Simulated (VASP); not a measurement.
# Pt (Im-3m) in VASP: a series of runs

The runs below take Pt through single point, with LDA.

All numbers are computed with VASP 6.6.1; they aren't measurements. Logs are shortened: lines on timing, memory, paths and dates and some standing lists are left out, and cuts for length are marked.

## (1) The cell of the first run

The structure is cubic, space group Im-3m (No. 229). Conventional cell: a = 3.103 Å, b = 3.103 Å, c = 3.103 Å, α = 90.00°, β = 90.00°, γ = 90.00°. Within 3.5 Å of Pt (site symmetry m-3m) lie 14 Pt at 2.69 to 3.10 Å.

## (2) Single point, LDA

The input, INCAR:

```
SYSTEM = Pt
PREC = Accurate
ENCUT = 520
EDIFF = 1E-7
ISMEAR = -1
SIGMA = 0.1
LREAL = .FALSE.
LASPH = .TRUE.
NELM = 100
ALGO = Normal
ISIF = 2
LWAVE = .FALSE.
LCHARG = .TRUE.
LELF = .TRUE.
LVHAR = .TRUE.
NBANDS = 11
```

The input, KPOINTS:

```
Automatic mesh
0
G
  14 14 14
  0 0 0
```

The input, POSCAR:

```
Pt
1.0
   -1.5514802714      1.5514802714      1.5514802714
    1.5514802714     -1.5514802714      1.5514802714
    1.5514802714      1.5514802714     -1.5514802714
Pt
1
Direct
    0.0000000000      0.0000000000      0.0000000000
```

Potentials or basis: VASP PAW LDA potentials, release 64 (Pt).

Run with:

```sh
> cat potpaw_LDA.64/Pt/POTCAR > POTCAR
> mpirun -np 1 vasp_std > vasp.out
```

OUTCAR:

```text
SYSTEM = Pt
   PREC = Accurate
   ENCUT = 520
   EDIFF = 1E-7
   ISMEAR = -1
   LREAL = .FALSE.
   LASPH = .TRUE.
   NELM = 100
   ISIF = 2

 ion  position               nearest neighbor table
   1  0.000  0.000  0.000-

  LATTYP: Found a body centered cubic cell.
 ALAT       =     3.1029605428

  Lattice vectors:

 A1 = (  -1.5514802714,   1.5514802714,   1.5514802714)
 A2 = (   1.5514802714,  -1.5514802714,   1.5514802714)
 A3 = (   1.5514802714,   1.5514802714,  -1.5514802714)

Analysis of symmetry for initial positions (statically):
=====================================================================
 Subroutine PRICEL returns:
 Original cell was already a primitive cell.

 Routine SETGRP: Setting up the symmetry group for a
 body centered cubic supercell.

 Subroutine GETGRP returns: Found 48 space group operations
 (whereof 48 operations were pure point group operations)
 out of a pool of 48 trial point group operations.

The static configuration has the point symmetry O_h .

Analysis of symmetry for dynamics (positions and initial velocities):
=====================================================================
 Subroutine PRICEL returns:
 Original cell was already a primitive cell.

 Routine SETGRP: Setting up the symmetry group for a
 body centered cubic supercell.

 Subroutine GETGRP returns: Found 48 space group operations
 (whereof 48 operations were pure point group operations)
 out of a pool of 48 trial point group operations.

The dynamic configuration has the point symmetry O_h .

 Subroutine INISYM returns: Found 48 space group operations
 (whereof 48 operations are pure point group operations),
 and found     1 'primitive' translations

----------------------------------------------------------------------------------------

                                     Primitive cell

  volume of cell :      14.9382

  direct lattice vectors                    reciprocal lattice vectors
    -1.551480271  1.551480271  1.551480271     0.000000000  0.322272870  0.322272870
     1.551480271 -1.551480271  1.551480271     0.322272870  0.000000000  0.322272870
     1.551480271  1.551480271 -1.551480271     0.322272870  0.322272870  0.000000000

  length of vectors
     2.687242657  2.687242657  2.687242657     0.455762664  0.455762664  0.455762664

  position of ions in fractional coordinates (direct lattice)
     0.000000000  0.000000000  0.000000000

[... 74 lines left out ...]
   NELM   =    100;   NELMIN=  2; NELMDL= -5     # of ELM steps
   EDIFF  = 0.1E-06   stopping-criterion for ELM
   LREAL  =      F    real-space projection
   EDIFFG = 0.1E-05   stopping-criterion for IOM
   NSW    =      0    number of steps for IOM
   IBRION =     -1    ionic relax: 0-MD 1-quasi-New 2-CG
   NFREE  =      0    steps in history (QN), initial steepest desc. (CG)
   ISIF   =      2    stress and relaxation
   ISYM   =      2    0-nonsym 1-usesym 2-fastsym
   POTIM  = 0.5000    time-step for ionic-motion
   TEBEG  =    0.0;   TEEND  =   0.0 temperature during run
   PSTRESS=    0.0 pullay stress
   NELECT =      10.0000    total number of electrons
   NUPDOWN=      -1.0000    fix difference up-down
   EMIN   =  10.00;   EMAX   =-10.00  energy-range for DOS
   EFERMI =   0.00;   METHOD = LEGACY
   ISMEAR =    -1;   SIGMA  =   0.10  broadening in eV -4-tet -1-fermi 0-gaus
   EFERMI_NEDOS =   21; number of points for ismear=-14 and -15
   IALGO  =     38    algorithm
   IMIX   =      4    mixing-type and parameters
     AMIX     =   0.40;   BMIX     =  1.00
     AMIX_MAG =   1.60;   BMIX_MAG =  1.00
  volume/ion in A,a.u.               =      14.94       100.81
  Fermi-wavevector in a.u.,A,eV,Ry     =   1.432106  2.706288 27.904574  2.050928
  Thomas-Fermi vector in A             =   2.551770
   LORBIT       =      0    0 simple, 1 ext, 2 COOP (PROOUT), +10 PAW based schemes
   GGA     = CA    functional components
   LHFCALC =     F    Hartree Fock is set to
   AEXX    =    0.0000 exact exchange contribution
   IVDW    =     0    specifies the selected vdW correction
   LEPSILON=     F    determine dielectric tensor
   LRPA    =     F    only Hartree local field effects (RPA)
 non-spin polarized calculation
  energy-cutoff  :      520.00
  volume of cell :       14.94
 maximum number of plane-waves:       418
   NGX =  9   NGY =  9   NGZ =  9

 number of electron      10.0000000 magnetization

 Free energy of the ion-electron system (eV)
  ---------------------------------------------------
  ext. energy  EPLUGINS =         0.00000000
  ---------------------------------------------------
  free energy    TOTEN  =        -7.40084919 eV

  energy without entropy =       -7.36315396  energy(sigma->0) =       -7.38200158

 E-fermi :  11.0568     XC(G=0): -13.7377

 val. band max:       11.0442993681   @ k =  -0.3571   0.4286   0.1429
 cond. band min:      11.0603734704   @ k =  -0.3571   0.4286   0.2857
 fundamental gap:      0.0160741023
 Fermi energy:        11.0567939718

 k-point     1 :       0.0000    0.0000    0.0000
  band No.  band energies     occupation
      1       0.9827      2.00000
      2       7.2752      2.00000
      3       7.2752      2.00000
      4       7.2752      2.00000
      5      10.0246      1.99993
      6      10.0246      1.99993
      7      28.1326      0.00000
      8      28.1326      0.00000
      9      28.1326      0.00000
     10      38.9539      0.00000
     11      38.9539      0.00000
[... 309 lines left out ...]
 k-point    24 :       0.3571    0.2857    0.0000
  band No.  band energies     occupation
      1       5.2422      2.00000
      2       6.5106      2.00000
      3       7.2024      2.00000
      4      10.0809      1.99988
      5      10.4595      1.99492
      6      16.9676      0.00000
      7      17.9703      0.00000
      8      20.4596      0.00000
      9      27.8637      0.00000
     10      33.6694      0.00000
     11      34.0854      0.00000

 [... further k-points ...]
[... 5 lines left out ...]
  --------------------------------------------------------------------------------------
  -------------------------------------------------------------------------------------
  Total        0.0681065      0.0681065      0.0681065     -0.0000000      0.0000000      0.0000000
  in kB        7.3046646      7.3046646      7.3046646     -0.0000000      0.0000000      0.0000000
  external PRESSURE =       7.3046646 kB  Pullay stress =       0.0000000 kB

 VOLUME and BASIS-vectors are now :
 -----------------------------------------------------------------------------
  energy-cutoff  :      520.00
  volume of cell :       14.94
      direct lattice vectors                 reciprocal lattice vectors
    -1.551480271  1.551480271  1.551480271     0.000000000  0.322272870  0.322272870
     1.551480271 -1.551480271  1.551480271     0.322272870  0.000000000  0.322272870
     1.551480271  1.551480271 -1.551480271     0.322272870  0.322272870  0.000000000

 POSITION                                       TOTAL-FORCE (eV/Angst)
 -----------------------------------------------------------------------------------
      0.00000      0.00000      0.00000         0.000000      0.000000      0.000000
 -----------------------------------------------------------------------------------
    total drift:                                0.000000     -0.000000      0.000000

  FREE ENERGIE OF THE ION-ELECTRON SYSTEM (eV)
  ---------------------------------------------------
  free  energy   TOTEN  =        -7.4008491905 eV

  energy  without entropy=       -7.3631539611  energy(sigma->0) =       -7.38200158
```

OSZICAR:

```text
N       E                     dE             d eps       ncg     rms          rms(c)
DAV:   1     0.399133375241E+02    0.39913E+02   -0.54253E+03  2328   0.847E+02
DAV:   2    -0.721161475858E+01   -0.47125E+02   -0.45400E+02  2638   0.180E+02
DAV:   3    -0.780992340927E+01   -0.59831E+00   -0.59657E+00  2660   0.194E+01
DAV:   4    -0.781219103851E+01   -0.22676E-02   -0.22675E-02  2665   0.141E+00
DAV:   5    -0.781220801344E+01   -0.16975E-04   -0.16974E-04  2695   0.112E-01    0.133E+01
DAV:   6    -0.744753583932E+01    0.36467E+00   -0.80828E-01  2459   0.703E+00    0.685E+00
DAV:   7    -0.740535421670E+01    0.42182E-01   -0.13257E-01  2627   0.275E+00    0.253E+00
DAV:   8    -0.740105438503E+01    0.42998E-02   -0.63713E-03  2534   0.757E-01    0.556E-01
DAV:   9    -0.740084587333E+01    0.20851E-03   -0.21015E-04  2597   0.135E-01    0.981E-03
DAV:  10    -0.740084912160E+01   -0.32483E-05   -0.24968E-06  2688   0.117E-02    0.205E-03
DAV:  11    -0.740084919052E+01   -0.68914E-07   -0.44408E-08  2417   0.192E-03
   1 F= -.74008492E+01 E0= -.73820016E+01  d E =-.376952E-01
```

stdout:

```text
POSCAR found type information on POSCAR Pt
 POSCAR found :  1 types and       1 ions
 scaLAPACK will be used
 LDA part: xc-table for (Slater(with rela. corr.)+CA(PZ))
 , standard interpolation
 POSCAR, INCAR and KPOINTS ok, starting setup
 FFT: planning ... GRIDC
 FFT: planning ... GRID_SOFT
 FFT: planning ... GRID
 WAVECAR not read
 entering main loop
```

Run time: 5.3 s. Hardware: 1 thread of Intel Xeon 6975P-C (Granite Rapids), shared host; peak memory 0.12 GiB.

What came out:

- Free energy: -7.4008 eV
- Pressure: 0.7 GPa
- Band gap on the k mesh: zero (band 5 reaches 12.24 eV, above the bottom of band 6 at 9.85 eV)

Caveat: spin-orbit coupling is left out, which moves the levels of the heavy elements.

## (3) Single point, LDA (volume scaled by 0.88)

The input, INCAR:

```
SYSTEM = Pt
PREC = Accurate ; ENCUT = 520
EDIFF = 1E-6 ; ISMEAR = -1
SIGMA = 0.1 ; LREAL = .False.
LASPH = .True. ; NELM = 60
ALGO = Normal ; ISIF = 2
LWAVE = .False. ; LCHARG = .True.
LELF = .True. ; LVHAR = .True.
NBANDS = 11
```

The input, KPOINTS:

```
regular mesh
0
Gamma
  16 16 16
  0 0 0
```

The input, POSCAR:

```
Pt
1.0
   -1.4867586760      1.4867586760      1.4867586760
    1.4867586760     -1.4867586760      1.4867586760
    1.4867586760      1.4867586760     -1.4867586760
Pt
1
Direct
    0.0000000000      0.0000000000      0.0000000000
```

Potentials or basis: VASP PAW LDA potentials, release 64 (Pt).

Run with:

```sh
> cat potpaw_LDA.64/Pt/POTCAR > POTCAR
> mpirun -np 1 vasp_std > vasp.out
```

Run time: 7 s. Hardware: 1 thread of Intel Xeon 6975P-C (Granite Rapids), shared host; peak memory 0.13 GiB.

It converged, with:

```yaml
Free_energy: -7.1277 eV
Pressure: 54.1 GPa
Band_gap_on_the_k_mesh: zero (band 5 reaches 15.12 eV, above the bottom of band 6 at 12.17 eV)
```

Levels at points of the mesh, in eV from the Fermi level:
```
           k point  band 2  band 3  band 4  band 5  band 6  band 7  band 8  band 9
(0.00, 0.00, 0.00)   -4.68   -4.68   -4.68   -1.37   -1.37   16.80   16.80   16.80
(0.50, 0.00, 0.00)   -6.58   -1.57   -0.86   -0.34    1.49    8.05   13.07   17.36
(0.50, 0.50, 0.50)   -8.18    0.74    0.74    0.74    8.05    8.05    8.05   15.62
```

Caveat: spin-orbit coupling is left out, which moves the levels of the heavy elements.
